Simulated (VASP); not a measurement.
# Nb (P6_3/mmc) in VASP: notebook

Runs on Nb. Level: LDA. Tasks: density of states.

All numbers are computed with VASP 6.6.1; they aren't measurements. Logs are shortened: lines on timing, memory, paths and dates and some standing lists are left out, and cuts for length are marked.

### Step 1. The cell of the first run

Symmetry: P6_3/mmc, No. 194, hexagonal system. The conventional cell has a = 2.811 Å, b = 2.811 Å, c = 5.156 Å, α = 90.00°, β = 90.00°, γ = 120.00°. Within 3.7 Å of Nb (site symmetry -6m2) lie 12 Nb at 2.81 to 3.05 Å.

### Step 2. Density of states, LDA

File POSCAR:

```
Nb
1.0
    2.8108293873      0.0000000000      0.0000000000
   -1.4054146937      2.4342496551      0.0000000000
    0.0000000000      0.0000000000      5.1555270269
Nb
2
Direct
    0.3333333333      0.6666666667      0.2500000000
    0.6666666667      0.3333333333      0.7500000000
```

File INCAR.step1:

```
SYSTEM = Nb
PREC = Accurate ; ENCUT = 520
EDIFF = 1E-6 ; ISMEAR = -1
SIGMA = 0.05 ; LREAL = .False.
LASPH = .True. ; NELM = 60
ALGO = Normal ; ISIF = 2
LWAVE = .False. ; LCHARG = .True.
LMAXMIX = 4 ; GGA = CA
NBANDS = 20
```

File KPOINTS.step1:

```
regular mesh
0
Gamma
  15 15 8
  0 0 0
```

File INCAR.step2:

```
SYSTEM = Nb
PREC = Accurate ; ENCUT = 520
EDIFF = 1E-6 ; ISMEAR = -5
SIGMA = 0.05 ; LREAL = .False.
LASPH = .True. ; NELM = 60
ALGO = Normal ; ISIF = 2
LWAVE = .False. ; LCHARG = .False.
LMAXMIX = 4 ; GGA = CA
LORBIT = 11 ; NEDOS = 1001
ICHARG = 11
```

File KPOINTS.step2:

```
regular mesh
0
Gamma
  23 23 12
  0 0 0
```

Potentials or basis: VASP PAW LDA potentials, release 64 (Nb_sv).

Launch:

```
> cat potpaw_LDA.64/Nb_sv/POTCAR > POTCAR
> cp INCAR.step1 INCAR
> cp KPOINTS.step1 KPOINTS
> mpirun -np 1 vasp_std > vasp.out
> cp INCAR.step2 INCAR
> cp KPOINTS.step2 KPOINTS
> mpirun -np 1 vasp_std > vasp.out
```

OUTCAR:

```text
SYSTEM = Nb
   PREC = Accurate
   ENCUT = 520
   EDIFF = 1E-6
   ISMEAR = -5
   LREAL = .False.
   LASPH = .True.
   NELM = 60
   ISIF = 2
   GGA = CA
   LORBIT = 11
   ICHARG = 11

 ion  position               nearest neighbor table
   1  0.333  0.667  0.250-   2 3.05   2 3.05   2 3.05   2 3.05   2 3.05   2 3.05
   2  0.667  0.333  0.750-   1 3.05   1 3.05   1 3.05   1 3.05   1 3.05   1 3.05

  LATTYP: Found a hexagonal cell.
 ALAT       =     2.8108293873
 C/A-ratio  =     1.8341657627

  Lattice vectors:

 A1 = (   2.8108293873,   0.0000000000,   0.0000000000)
 A2 = (  -1.4054146937,   2.4342496551,   0.0000000000)
 A3 = (   0.0000000000,   0.0000000000,   5.1555270269)

Analysis of symmetry for initial positions (statically):
=====================================================================
 Subroutine PRICEL returns:
 Original cell was already a primitive cell.

 Routine SETGRP: Setting up the symmetry group for a
 hexagonal supercell.

 Subroutine GETGRP returns: Found 24 space group operations
 (whereof 12 operations were pure point group operations)
 out of a pool of 24 trial point group operations.

The static configuration has the point symmetry D_3d.
 The point group associated with its full space group is D_6h.

Analysis of symmetry for dynamics (positions and initial velocities):
=====================================================================
 Subroutine PRICEL returns:
 Original cell was already a primitive cell.

 Routine SETGRP: Setting up the symmetry group for a
 hexagonal supercell.

 Subroutine GETGRP returns: Found 24 space group operations
 (whereof 12 operations were pure point group operations)
 out of a pool of 24 trial point group operations.

The dynamic configuration has the point symmetry D_3d.
 The point group associated with its full space group is D_6h.

 Subroutine INISYM returns: Found 24 space group operations
 (whereof 12 operations are pure point group operations),
 and found     1 'primitive' translations

----------------------------------------------------------------------------------------

                                     Primitive cell

  volume of cell :      35.2755

  direct lattice vectors                    reciprocal lattice vectors
     2.810829387  0.000000000  0.000000000     0.355766880  0.205402104  0.000000000
    -1.405414694  2.434249655  0.000000000     0.000000000  0.410804207  0.000000000
[... 93 lines left out ...]
   ISIF   =      2    stress and relaxation
   ISYM   =      2    0-nonsym 1-usesym 2-fastsym
   POTIM  = 0.5000    time-step for ionic-motion
   TEBEG  =    0.0;   TEEND  =   0.0 temperature during run
   PSTRESS=    0.0 pullay stress
   NELECT =      26.0000    total number of electrons
   NUPDOWN=      -1.0000    fix difference up-down
   EMIN   =  10.00;   EMAX   =-10.00  energy-range for DOS
   EFERMI =   0.00;   METHOD = LEGACY
   ISMEAR =    -5;   SIGMA  =   0.05  broadening in eV -4-tet -1-fermi 0-gaus
   EFERMI_NEDOS =   21; number of points for ismear=-14 and -15
   IALGO  =     38    algorithm
   IMIX   =      4    mixing-type and parameters
     AMIX     =   0.40;   BMIX     =  1.00
     AMIX_MAG =   1.60;   BMIX_MAG =  1.00
  volume/ion in A,a.u.               =      17.64       119.03
  Fermi-wavevector in a.u.,A,eV,Ry     =   1.478796  2.794520 29.753749  2.186839
  Thomas-Fermi vector in A             =   2.593033
   LORBIT       =     11    0 simple, 1 ext, 2 COOP (PROOUT), +10 PAW based schemes
   GGA     = CA    functional components
   LHFCALC =     F    Hartree Fock is set to
   AEXX    =    0.0000 exact exchange contribution
   IVDW    =     0    specifies the selected vdW correction
   LEPSILON=     F    determine dielectric tensor
   LRPA    =     F    only Hartree local field effects (RPA)
 non-spin polarized calculation
 Fermi weights with tetrahedron method with Bloechl corrections
  energy-cutoff  :      520.00
  volume of cell :       35.28
 maximum number of plane-waves:       965
 NGX is ok and might be reduce to    24

 number of electron      26.0000000 magnetization

 Free energy of the ion-electron system (eV)
  ---------------------------------------------------
  ext. energy  EPLUGINS =         0.00000000
  ---------------------------------------------------
  free energy    TOTEN  =       -21.87400080 eV

  energy without entropy =      -21.87400080  energy(sigma->0) =      -21.87400080

 E-fermi :  11.6525     XC(G=0): -12.8060

 val. band max:       11.6981518873   @ k =   0.3913   0.1304   0.0833
 cond. band min:      11.6296023698   @ k =   0.2609   0.0870   0.0000
 fundamental gap:     -0.0685495175
 Fermi energy:        11.6525353691

 k-point     1 :       0.0000    0.0000    0.0000
  band No.  band energies     occupation
      1     -42.7429      2.00000
      2     -42.5845      2.00000
      3     -19.4804      2.00000
      4     -18.3627      2.00000
      5     -18.0968      2.00000
      6     -18.0968      2.00000
[... 457 lines left out ...]
      4     -18.4221      2.00000
      5     -18.3660      2.00000
      6     -18.3592      2.00000
[... 9 lines left out ...]
     16      13.1705      0.00000
     17      13.3114      0.00000

 [... further k-points ...]

------------------------ aborting loop because EDIFF is reached ----------------------------------------

  FORCE on cell =-STRESS in cart. coord.  units (eV):
  Direction    XX          YY          ZZ          XY          YZ          ZX
  --------------------------------------------------------------------------------------
  -------------------------------------------------------------------------------------
  Total       -0.1161846     -0.1161846      0.1159303      0.0000000      0.0000000     -0.0000000
  in kB       -5.2769919     -5.2769919      5.2654428      0.0000000      0.0000000     -0.0000000
  external PRESSURE =      -1.7628470 kB  Pullay stress =       0.0000000 kB

 VOLUME and BASIS-vectors are now :
 -----------------------------------------------------------------------------
  energy-cutoff  :      520.00
  volume of cell :       35.28
      direct lattice vectors                 reciprocal lattice vectors
     2.810829387  0.000000000  0.000000000     0.355766880  0.205402104  0.000000000
    -1.405414694  2.434249655  0.000000000     0.000000000  0.410804207  0.000000000
     0.000000000  0.000000000  5.155527027     0.000000000  0.000000000  0.193966591

 POSITION                                       TOTAL-FORCE (eV/Angst)
 -----------------------------------------------------------------------------------
     -0.00000      1.62283      1.28888         0.000000      0.000000      0.000000
      1.40541      0.81142      3.86665        -0.000000     -0.000000     -0.000000
 -----------------------------------------------------------------------------------
    total drift:                               -0.000000      0.000000     -0.000000

  FREE ENERGIE OF THE ION-ELECTRON SYSTEM (eV)
  ---------------------------------------------------
  free  energy   TOTEN  =       -21.8740007973 eV

  energy  without entropy=      -21.8740007973  energy(sigma->0) =      -21.87400080

 total charge

# of ion       s       p       d       tot
------------------------------------------
    1        2.237   5.998   2.566  10.800
    2        2.237   5.998   2.566  10.800
--------------------------------------------------
tot          4.473  11.996   5.132  21.600
```

OUTCAR.step1:

```text
SYSTEM = Nb
   PREC = Accurate
   ENCUT = 520
   EDIFF = 1E-6
   ISMEAR = -1
   LREAL = .False.
[... 777 lines left out ...]
     -0.00000      1.62283      1.28888         0.000000     -0.000000      0.000000
      1.40541      0.81142      3.86665        -0.000000      0.000000      0.000000
 -----------------------------------------------------------------------------------
    total drift:                               -0.000000      0.000000     -0.000000

  FREE ENERGIE OF THE ION-ELECTRON SYSTEM (eV)
  ---------------------------------------------------
  free  energy   TOTEN  =       -21.8856034126 eV

  energy  without entropy=      -21.8642128894  energy(sigma->0) =      -21.87490815
```

OSZICAR.step1:

```text
N       E                     dE             d eps       ncg     rms          rms(c)
DAV:   1     0.318089631079E+03    0.31809E+03   -0.14722E+04  5416   0.138E+03
DAV:   2     0.209783664795E+01   -0.31599E+03   -0.30891E+03  6364   0.585E+02
DAV:   3    -0.215439510777E+02   -0.23642E+02   -0.22894E+02 10324   0.122E+02
DAV:   4    -0.226557009693E+02   -0.11117E+01   -0.11047E+01  7736   0.223E+01
DAV:   5    -0.227151703033E+02   -0.59469E-01   -0.59377E-01  9596   0.503E+00    0.103E+01
DAV:   6    -0.219733399089E+02    0.74183E+00   -0.13428E+00  7696   0.117E+01    0.367E+00
DAV:   7    -0.218787299122E+02    0.94610E-01   -0.54666E-01 10024   0.679E+00    0.138E+00
DAV:   8    -0.218856492999E+02   -0.69194E-02   -0.37260E-02  7448   0.197E+00    0.119E-01
DAV:   9    -0.218855930676E+02    0.56232E-04   -0.34918E-03  9080   0.538E-01    0.578E-02
DAV:  10    -0.218856044574E+02   -0.11390E-04   -0.15094E-04  8704   0.145E-01    0.248E-02
DAV:  11    -0.218856040442E+02    0.41315E-06   -0.11199E-05  7056   0.287E-02    0.460E-03
DAV:  12    -0.218856034126E+02    0.63164E-06   -0.21425E-06  4424   0.235E-02
   1 F= -.21885603E+02 E0= -.21874908E+02  d E =-.213905E-01
```

It took 2.2 min on 1 thread of Intel Xeon Platinum 8488C (Sapphire Rapids), shared host; peak memory 0.31 GiB.

What came out:

```
Valence electrons inside the program's atomic spheres : Nb 10.80
```

Caveat: tetrahedron occupations give inexact forces and stress in metals.

### Step 3. Density of states, LDA (volume scaled by 0.55)

File POSCAR:

```
Nb
1.0
    2.3533026066      0.0000000000      0.0000000000
   -1.1766513033      2.0380198401      0.0000000000
    0.0000000000      0.0000000000      4.0452854890
Nb
2
Direct
    0.3333333333      0.6666666667      0.2500000000
    0.6666666667      0.3333333333      0.7500000000
```

File INCAR.step1:

```
SYSTEM = Nb
PREC = Accurate
ENCUT = 520
EDIFF = 1E-7
ISMEAR = -1
SIGMA = 0.05
LREAL = .False.
LASPH = .True.
NELM = 80
ALGO = Normal
ISIF = 2
LWAVE = .False.
LCHARG = .True.
LMAXMIX = 4
NBANDS = 20
```

File KPOINTS.step1:

```
Automatic mesh
0
Gamma
  15 15 8
  0 0 0
```

File INCAR.step2:

```
SYSTEM = Nb
PREC = Accurate
ENCUT = 520
EDIFF = 1E-7
ISMEAR = -5
SIGMA = 0.05
LREAL = .False.
LASPH = .True.
NELM = 80
ALGO = Normal
ISIF = 2
LWAVE = .False.
LCHARG = .False.
LMAXMIX = 4
LORBIT = 11
NEDOS = 1001
ICHARG = 11
```

File KPOINTS.step2:

```
Automatic mesh
0
Gamma
  23 23 12
  0 0 0
```

Potentials or basis: VASP PAW LDA potentials, release 64 (Nb_sv).

Launch:

```
> cat potpaw_LDA.64/Nb_sv/POTCAR > POTCAR
> cp INCAR.step1 INCAR
> cp KPOINTS.step1 KPOINTS
> mpirun -np 1 vasp_std > vasp.out
> cp INCAR.step2 INCAR
> cp KPOINTS.step2 KPOINTS
> mpirun -np 1 vasp_std > vasp.out
```

Run time: 4.6 min. Hardware: 1 thread of AMD EPYC, shared host; peak memory 0.2 GiB.

The run converged. Its results:

| Item | Value |
| --- | --- |
| Valence electrons inside the program's atomic spheres | Nb 12.38 |

Levels at points of the mesh, in eV from the Fermi level:
```csv
k point,band 11,band 12,band 13,band 14,band 15,band 16
"(0.00, 0.00, 0.00)",-2.42,-1.12,-1.12,0.28,0.28,2.95
"(0.00, 0.00, 0.50)",-1.10,-1.10,-1.10,-1.10,0.34,0.34
```

Caveat: tetrahedron occupations give inexact forces and stress in metals.
